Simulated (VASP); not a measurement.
# PtS2 (P-3m1) in VASP: notebook

The runs below take PtS2 through single point, with LDA.

Program: VASP 6.6.1. These are calculated values, not measurements. Logs are shortened: lines on timing, memory, paths and dates and some standing lists are left out, and cuts for length are marked.

## 1. The cell of the first run

Symmetry: P-3m1, No. 164, trigonal system. Conventional cell: a = 3.740 Å, b = 3.740 Å, c = 4.521 Å, α = 90.00°, β = 90.00°, γ = 120.00°. Pt (site symmetry -3m) has 6 S at 2.44 Å within 3.2 Å. Within 3.2 Å of S (site symmetry 3m) lie 3 Pt at 2.44 Å and 6 S at 3.13 Å.

## 2. Single point, LDA

The input, INCAR:

```
PREC     = Accurate       # precision mode
ENCUT    = 520            # plane-wave cutoff, eV
EDIFF    = 1E-7           # SCF threshold, eV
ISMEAR   = 0              # smearing method
SIGMA    = 0.05           # smearing width, eV
LREAL    = F              # projectors in reciprocal space
LASPH    = T              # aspherical terms in the spheres
NELM     = 60             # most SCF steps
ALGO     = Normal         # electronic algorithm
ISIF     = 2              # what is computed and relaxed
LWAVE    = F              # write WAVECAR
LCHARG   = T              # write CHGCAR
GGA      = CA             # functional
LELF     = T              # ELF
LVHAR    = T            
NBANDS   = 18             # bands
```

The input, KPOINTS:

```
regular mesh
0
Gamma
  12 12 8
```

The input, POSCAR:

```
PtS2
1.0
    3.7404394412      0.0000000000      0.0000000000
   -1.8702197206      3.2393155774      0.0000000000
    0.0000000000      0.0000000000      4.5214014699
Pt S
1 2
Direct
    0.0000000000      0.0000000000      0.0000000000
    0.3333333333      0.6666666667      0.2500000000
    0.6666666667      0.3333333333      0.7500000000
```

Potentials or basis: VASP PAW LDA potentials, release 64 (Pt, S).

Started as:

```console
> cat potpaw_LDA.64/Pt/POTCAR potpaw_LDA.64/S/POTCAR > POTCAR
> mpirun -np 1 vasp_std > vasp.out
```

OUTCAR:

```text
PREC = Accurate
   ENCUT = 520
   EDIFF = 1E-7
   ISMEAR = 0
   LREAL = F
   LASPH = T
   NELM = 60
   ISIF = 2
   GGA = CA

 ion  position               nearest neighbor table
   1  0.000  0.000  0.000-   2 2.44   3 2.44   3 2.44   2 2.44   3 2.44   2 2.44
   2  0.333  0.667  0.250-   1 2.44   1 2.44   1 2.44
   3  0.667  0.333  0.750-   1 2.44   1 2.44   1 2.44

  LATTYP: Found a hexagonal cell.
 ALAT       =     3.7404394412
 C/A-ratio  =     1.2087888445

  Lattice vectors:

 A1 = (   3.7404394412,   0.0000000000,   0.0000000000)
 A2 = (  -1.8702197206,   3.2393155774,   0.0000000000)
 A3 = (   0.0000000000,   0.0000000000,   4.5214014699)

Analysis of symmetry for initial positions (statically):
=====================================================================
 Subroutine PRICEL returns:
 Original cell was already a primitive cell.

 Routine SETGRP: Setting up the symmetry group for a
 hexagonal supercell.

 Subroutine GETGRP returns: Found 12 space group operations
 (whereof 12 operations were pure point group operations)
 out of a pool of 24 trial point group operations.

The static configuration has the point symmetry D_3d.

Analysis of symmetry for dynamics (positions and initial velocities):
=====================================================================
 Subroutine PRICEL returns:
 Original cell was already a primitive cell.

 Routine SETGRP: Setting up the symmetry group for a
 hexagonal supercell.

 Subroutine GETGRP returns: Found 12 space group operations
 (whereof 12 operations were pure point group operations)
 out of a pool of 24 trial point group operations.

The dynamic configuration has the point symmetry D_3d.

 Subroutine INISYM returns: Found 12 space group operations
 (whereof 12 operations are pure point group operations),
 and found     1 'primitive' translations

----------------------------------------------------------------------------------------

                                     Primitive cell

  volume of cell :      54.7834

  direct lattice vectors                    reciprocal lattice vectors
     3.740439441  0.000000000  0.000000000     0.267348266  0.154353594  0.000000000
    -1.870219721  3.239315577  0.000000000     0.000000000  0.308707187  0.000000000
     0.000000000  0.000000000  4.521401470     0.000000000  0.000000000  0.221170362

  length of vectors
     3.740439441  3.740439441  4.521401470     0.308707187  0.308707187  0.221170362

  position of ions in fractional coordinates (direct lattice)
     0.000000000  0.000000000  0.000000000
     0.333333333  0.666666667  0.250000000
     0.666666667  0.333333333  0.750000000

  ion indices of the primitive-cell ions
   primitive index   ion index
                 1           1
                 2           2
                 3           3

----------------------------------------------------------------------------------------

 KPOINTS: regular mesh

Automatic generation of k-mesh.
 Grid dimensions read from file:
 generate k-points for:   12   12    8

 Generating k-lattice:

  Cartesian coordinates                     Fractional coordinates (reciprocal lattice)
     0.022279022  0.012862799  0.000000000     0.083333333  0.000000000  0.000000000
     0.000000000  0.025725599  0.000000000     0.000000000  0.083333333  0.000000000
     0.000000000  0.000000000  0.027646295     0.000000000  0.000000000  0.125000000

  Length of vectors
     0.025725599  0.025725599  0.027646295

  Shift w.r.t. Gamma in fractional coordinates (k-lattice)
     0.000000000  0.000000000  0.000000000

 Subroutine IBZKPT returns following result:
 ===========================================

 Found    131 irreducible k-points:

 Following reciprocal coordinates:
            Coordinates               Weight
  0.000000  0.000000  0.000000      1.000000
  0.083333 -0.000000  0.000000      6.000000
  0.166667 -0.000000  0.000000      6.000000
  0.250000  0.000000  0.000000      6.000000
  0.333333 -0.000000  0.000000      6.000000
  0.416667 -0.000000  0.000000      6.000000
[... 16 lines left out ...]
  0.166667 -0.000000  0.125000      6.000000
  0.000000  0.166667  0.125000      6.000000
 [... further k-points ...]
   k-points           NKPTS =    131   k-points in BZ     NKDIM =    131   number of bands    NBANDS=     18
   number of dos      NEDOS =    301   number of ions     NIONS =      3
   total plane-waves  NPLWV =  28224
   dimension x,y,z NGX =    28 NGY =   28 NGZ =   36
   dimension x,y,z NGXF=    56 NGYF=   56 NGZF=   72
   ions per type =               1   2
   NGX,Y,Z   is equivalent  to a cutoff of  12.44, 12.44, 13.24 a.u.
   NGXF,Y,Z  is equivalent  to a cutoff of  24.89, 24.89, 26.47 a.u.
 SYSTEM =  unknown system
   PREC   = accura    normal or accurate (medium, high low for compatibility)
   ISTART =      0    job   : 0-new  1-cont  2-samecut
   ICHARG =      2    charge: 1-file 2-atom 10-const
   ISPIN  =      1    spin polarized calculation?
[... 97 lines left out ...]
  band No.  band energies     occupation
      1      -7.8428      2.00000
      2      -5.5829      2.00000
      3       0.5561      2.00000
      4       0.6556      2.00000
      5       1.0534      2.00000
      6       1.8231      2.00000
[... 10 lines left out ...]
     17      15.2292      0.00000
     18      15.7337      0.00000

 k-point     5 :       0.3333   -0.0000    0.0000
  band No.  band energies     occupation
      1      -7.4094      2.00000
      2      -5.8692      2.00000
      3       0.5182      2.00000
      4       0.8176      2.00000
      5       1.3804      2.00000
      6       1.8074      2.00000
[... 10 lines left out ...]
     17      14.8057      0.00000
     18      15.4270      0.00000

 k-point     6 :       0.4167   -0.0000    0.0000
  band No.  band energies     occupation
      1      -6.9568      2.00000
      2      -6.1709      2.00000
      3      -0.0099      2.00000
      4       1.0159      2.00000
      5       1.6603      2.00000
      6       2.4806      2.00000
[... 10 lines left out ...]
     17      14.9737      0.00000
     18      16.1125      0.00000

 k-point     7 :       0.5000    0.0000    0.0000
  band No.  band energies     occupation
      1      -6.6148      2.00000
      2      -6.4467      2.00000
      3      -0.2313      2.00000
      4       1.0864      2.00000
      5       1.7937      2.00000
      6       2.8338      2.00000
[... 10 lines left out ...]
     17      14.9419      0.00000
     18      17.2021      0.00000

 k-point     8 :       0.0833    0.0833    0.0000
  band No.  band energies     occupation
      1      -8.2679      2.00000
      2      -5.2581      2.00000
      3       0.2312      2.00000
      4       0.3617      2.00000
      5       0.4340      2.00000
      6       2.7768      2.00000
[... 10 lines left out ...]
     17      14.8113      0.00000
     18      16.6313      0.00000
[... 229 lines left out ...]
     17      15.1552      0.00000
     18      17.2990      0.00000

 k-point    20 :       0.0000    0.0000    0.1250
  band No.  band energies     occupation
      1      -8.4249      2.00000
      2      -5.2413      2.00000
      3       0.1085      2.00000
      4       0.1085      2.00000
      5       0.3201      2.00000
      6       3.0521      2.00000
[... 10 lines left out ...]
     17      14.0031      0.00000
     18      18.3682      0.00000

 k-point    21 :       0.0833   -0.0000    0.1250
  band No.  band energies     occupation
      1      -8.3474      2.00000
      2      -5.3024      2.00000
      3       0.0871      2.00000
      4       0.1833      2.00000
      5       0.5078      2.00000
      6       2.9534      2.00000
[... 10 lines left out ...]
     17      14.0870      0.00000
     18      17.1327      0.00000

 k-point    22 :       0.0000    0.0833    0.1250
  band No.  band energies     occupation
      1      -8.3484      2.00000
      2      -5.2977      2.00000
      3       0.0776      2.00000
      4       0.1462      2.00000
      5       0.5440      2.00000
      6       2.8917      2.00000
[... 10 lines left out ...]
     17      14.5150      0.00000
     18      17.1927      0.00000

 k-point    23 :       0.1667   -0.0000    0.1250
  band No.  band energies     occupation
      1      -8.1206      2.00000
      2      -5.4738      2.00000
      3       0.2403      2.00000
      4       0.3636      2.00000
      5       0.8619      2.00000
      6       2.6035      2.00000
[... 10 lines left out ...]
     17      14.2935      0.00000
     18      15.9858      0.00000

 k-point    24 :       0.0000    0.1667    0.1250
  band No.  band energies     occupation
      1      -8.1284      2.00000
      2      -5.4424      2.00000
      3       0.1150      2.00000
      4       0.2857      2.00000
      5       0.9959      2.00000
      6       2.3681      2.00000
[... 10 lines left out ...]
     17      15.3837      0.00000
     18      16.0088      0.00000

 [... further k-points ...]

------------------------ aborting loop because EDIFF is reached ----------------------------------------

  FORCE on cell =-STRESS in cart. coord.  units (eV):
  Direction    XX          YY          ZZ          XY          YZ          ZX
  --------------------------------------------------------------------------------------
  -------------------------------------------------------------------------------------
  Total       -5.0630522     -5.0630522     -1.4884874      0.0000000      0.0000000      0.0000000
  in kB     -148.0723704   -148.0723704    -43.5318161      0.0000000      0.0000000      0.0000000
  external PRESSURE =    -113.2255190 kB  Pullay stress =       0.0000000 kB

 VOLUME and BASIS-vectors are now :
 -----------------------------------------------------------------------------
  energy-cutoff  :      520.00
  volume of cell :       54.78
      direct lattice vectors                 reciprocal lattice vectors
     3.740439441  0.000000000  0.000000000     0.267348266  0.154353594  0.000000000
    -1.870219721  3.239315577  0.000000000     0.000000000  0.308707187  0.000000000
     0.000000000  0.000000000  4.521401470     0.000000000  0.000000000  0.221170362

 POSITION                                       TOTAL-FORCE (eV/Angst)
 -----------------------------------------------------------------------------------
      0.00000      0.00000      0.00000         0.000000      0.000000      0.000000
     -0.00000      2.15954      1.13035         0.000000     -0.000000     -0.303670
      1.87022      1.07977      3.39105        -0.000000      0.000000      0.303670
 -----------------------------------------------------------------------------------
    total drift:                               -0.000000     -0.000000     -0.000000

  FREE ENERGIE OF THE ION-ELECTRON SYSTEM (eV)
  ---------------------------------------------------
  free  energy   TOTEN  =       -17.9794720263 eV

  energy  without entropy=      -17.9789081023  energy(sigma->0) =      -17.97919006
```

Run time: 2.5 min. Hardware: 1 thread of AMD EPYC 7R43 (Zen 3), shared host; peak memory 0.2 GiB.

What came out:

* Free energy: -17.9795 eV
* Pressure: -11.3 GPa
* Largest force: 0.304 eV/Å
* Band gap on the k mesh: zero (band 11 reaches 7.08 eV, above the bottom of band 12 at 6.85 eV)

Forces in eV/Å, atoms in the order of the input:
```
Pt   0.000  0.000  0.000
S    0.000  0.000 -0.304
S    0.000  0.000  0.304
```

Caveat: spin-orbit coupling is left out, which moves the levels of the heavy elements.

## 3. Single point, LDA

This run uses another cell than the first one, of the same volume but with other edges.

The input, INCAR:

```
PREC = Accurate
ENCUT = 520
EDIFF = 1E-6
ISMEAR = 0
SIGMA = 0.05
LREAL = False
LASPH = True
NELM = 60
ALGO = Normal
ISIF = 2
LWAVE = False
LCHARG = True
GGA = CA
LELF = True
LVHAR = True
NBANDS = 18
```

KPOINTS is that of step 2.

The input, POSCAR:

```
PtS2
1.0
    3.3342783642      0.0000000000      0.0000000000
   -1.6671391821      2.8875697667      0.0000000000
    0.0000000000      0.0000000000      5.6900308108
Pt S
1 2
Direct
    0.0000000000      0.0000000000      0.0000000000
    0.3333333333      0.6666666667      0.2500000000
    0.6666666667      0.3333333333      0.7500000000
```

Potentials or basis: VASP PAW LDA potentials, release 64 (Pt, S).

Started as:

```console
> cat potpaw_LDA.64/Pt/POTCAR potpaw_LDA.64/S/POTCAR > POTCAR
> mpirun -np 1 vasp_std > vasp.out
```

Run time: 2.7 min. Hardware: 1 thread of AMD EPYC 7R43 (Zen 3), shared host; peak memory 0.21 GiB.

It converged, with:

| Property | Result |
| --- | --- |
| Free energy | -17.7576 eV |
| Pressure | -0.7 GPa |
| Largest force | 1.255 eV/Å |
| Band gap on the k mesh | 0.68 eV, indirect (least direct gap 0.85 eV) |

Forces on the atoms (eV/Å):
```
Pt   0.000  0.000  0.000
S    0.000  0.000 -1.255
S    0.000  0.000  1.255
```

Stress tensor (GPa, compression positive):
```
  4.45   0.00   0.00
  0.00   4.45   0.00
  0.00   0.00 -10.95
```

Levels at points of the mesh, in eV from the valence-band top:
```
           k point  band 9  band 10  band 11  band 12  band 13  band 14
(0.00, 0.00, 0.00)   -0.46    -0.23    -0.23     2.39     2.39     5.55
(0.50, 0.00, 0.00)   -2.26    -2.04    -1.57     1.74     2.59     5.47
(0.00, 0.00, 0.50)   -1.37    -0.39    -0.39     2.73     2.73     6.14
(0.50, 0.00, 0.50)   -1.76    -1.73    -1.65     1.96     2.83     4.45
```

Caveat: spin-orbit coupling is left out, which moves the levels of the heavy elements; forces of over 1 eV/Å act on the atoms, so gaps and moduli don't describe the material at rest. A k mesh can miss the band edges.

## 4. Single point, LDA

This run uses another cell than the first one, of the same volume but with other edges.

The input, INCAR:

```
PREC = Accurate ; ENCUT = 520
EDIFF = 1E-6 ; ISMEAR = 0
SIGMA = 0.05 ; LREAL = False
LASPH = True ; NELM = 60
ALGO = Normal ; ISIF = 2
LWAVE = False ; LCHARG = False
GGA = CA ; NBANDS = 18
```

KPOINTS is that of step 3.

The input, POSCAR:

```
PtS2
1.0
    3.6430600273      0.0000000000      0.0000000000
   -1.8215300136      3.1549825311      0.0000000000
    0.0000000000      0.0000000000      4.7663471706
Pt S
1 2
Direct
    0.0000000000      0.0000000000      0.0000000000
    0.3333333333      0.6666666667      0.2500000000
    0.6666666667      0.3333333333      0.7500000000
```

Started as:

```console
> cat potpaw_LDA.64/Pt/POTCAR potpaw_LDA.64/S/POTCAR > POTCAR
> mpirun -np 1 vasp_std > vasp.out
```

It took 2.2 min on 1 thread of AMD EPYC 7R43 (Zen 3), shared host; peak memory 0.2 GiB.

The run converged. Its results:

| Quantity | Value |
| --- | --- |
| Free energy | -18.1131 eV |
| Pressure | -8.5 GPa |
| Largest force | 0.464 eV/Å |
| Band gap on the k mesh | 0.10 eV, indirect (least direct gap 0.59 eV) |

Forces in eV/Å, atoms in the order of the input:
```
Pt   0.000  0.000  0.000
S    0.000  0.000 -0.464
S    0.000  0.000  0.464
```

Stress tensor (GPa, compression positive):
```
-9.92  0.00  0.00
 0.00 -9.92  0.00
 0.00  0.00 -5.64
```

Levels at points of the mesh, in eV from the valence-band top:
```
           k point  band 7  band 8  band 9  band 10  band 11  band 12  band 13  band 14  band 15  band 16
(0.00, 0.00, 0.00)   -4.01   -2.24   -1.50    -1.50     0.00     1.32     1.32     3.74     4.57     7.36
(0.50, 0.00, 0.00)   -3.81   -3.67   -3.44    -3.37    -2.79     0.78     2.19     5.00     6.20     7.42
(0.00, 0.00, 0.50)   -4.06   -3.02   -1.91    -1.91    -1.44     2.17     2.17     5.18     6.39     6.83
(0.50, 0.00, 0.50)   -3.46   -3.43   -3.12    -3.06    -1.43     0.95     1.46     4.90     4.90     7.73
```

Caveat: spin-orbit coupling is left out, which moves the levels of the heavy elements. A k mesh can miss the band edges.

## 5. Single point, LDA

This run uses another cell than the first one, of the same volume but with other edges.

The input, INCAR:

```
PREC = Accurate
ENCUT = 520
EDIFF = 1E-6
ISMEAR = 0
SIGMA = 0.05
LREAL = False
LASPH = True
NELM = 100
ALGO = Normal
ISIF = 2
LWAVE = False
LCHARG = False
NBANDS = 18
```

KPOINTS is that of step 4.

The input, POSCAR:

```
PtS2
1.0
    3.4324011697      0.0000000000      0.0000000000
   -1.7162005849      2.9725466090      0.0000000000
    0.0000000000      0.0000000000      5.3693565506
Pt S
1 2
Direct
    0.0000000000      0.0000000000      0.0000000000
    0.3333333333      0.6666666667      0.2500000000
    0.6666666667      0.3333333333      0.7500000000
```

Started as:

```console
> cat potpaw_LDA.64/Pt/POTCAR potpaw_LDA.64/S/POTCAR > POTCAR
> mpirun -np 1 vasp_std > vasp.out
```

Wall time 2.2 min (1 thread of AMD EPYC 7R43 (Zen 3), shared host); peak memory 0.21 GiB.

Results (log left out):

```
Free energy            : -18.0040 eV
Pressure               : -2.6 GPa
Largest force          : 0.985 eV/Å
Band gap on the k mesh : 0.67 eV, indirect (least direct gap 0.83 eV)
```

Forces on the atoms (eV/Å):
```
Pt   0.000  0.000  0.000
S    0.000  0.000 -0.985
S    0.000  0.000  0.985
```

Stress tensor (GPa, compression positive):
```
 0.57  0.00  0.00
 0.00  0.57  0.00
 0.00  0.00 -8.84
```

Levels at points of the mesh, in eV from the valence-band top:
| k point | band 7 | band 8 | band 9 | band 10 | band 11 | band 12 | band 13 | band 14 | band 15 | band 16 |
| --- | --- | --- | --- | --- | --- | --- | --- | --- | --- | --- |
| (0.00, 0.00, 0.00) | -3.60 | -2.33 | -0.64 | -0.64 | -0.12 | 2.15 | 2.15 | 5.08 | 5.42 | 8.55 |
| (0.50, 0.00, 0.00) | -3.35 | -2.86 | -2.64 | -2.57 | -2.07 | 1.56 | 2.55 | 5.48 | 6.20 | 7.84 |
| (0.00, 0.00, 0.50) | -3.61 | -2.95 | -1.21 | -0.87 | -0.87 | 2.63 | 2.63 | 5.74 | 7.16 | 8.38 |
| (0.50, 0.00, 0.50) | -3.29 | -2.65 | -2.19 | -2.15 | -1.59 | 1.73 | 2.54 | 4.68 | 5.13 | 6.92 |

Caveat: spin-orbit coupling is left out, which moves the levels of the heavy elements. A k mesh can miss the band edges.

## 6. The runs side by side

```tsv
cell	gap on the mesh (eV)	pressure (GPa)	largest force (eV/Å)
a = 3.740, b = 3.740, c = 4.521 Å, angles 90.0, 90.0, 120.0°, 3 atoms	none	-11.3	0.30
a = 3.334, b = 3.334, c = 5.690 Å, angles 90.0, 90.0, 120.0°, 3 atoms	0.68	-0.7	1.25
a = 3.643, b = 3.643, c = 4.766 Å, angles 90.0, 90.0, 120.0°, 3 atoms	0.10	-8.5	0.46
a = 3.432, b = 3.432, c = 5.369 Å, angles 90.0, 90.0, 120.0°, 3 atoms	0.67	-2.6	0.99
```

Alike in all rows: task single point; level LDA; potentials or basis VASP PAW LDA potentials, release 64 (Pt, S); no spin polarisation; k mesh 12 × 12 × 8; cutoff (eV) 520; smearing gaussian 0.05 eV.

Caveats: spin-orbit coupling is left out, which moves the levels of the heavy elements; forces of over 1 eV/Å act on the atoms, so gaps and moduli don't describe the material at rest (some runs).

Absolute energies hang on the potentials; compare differences alone.
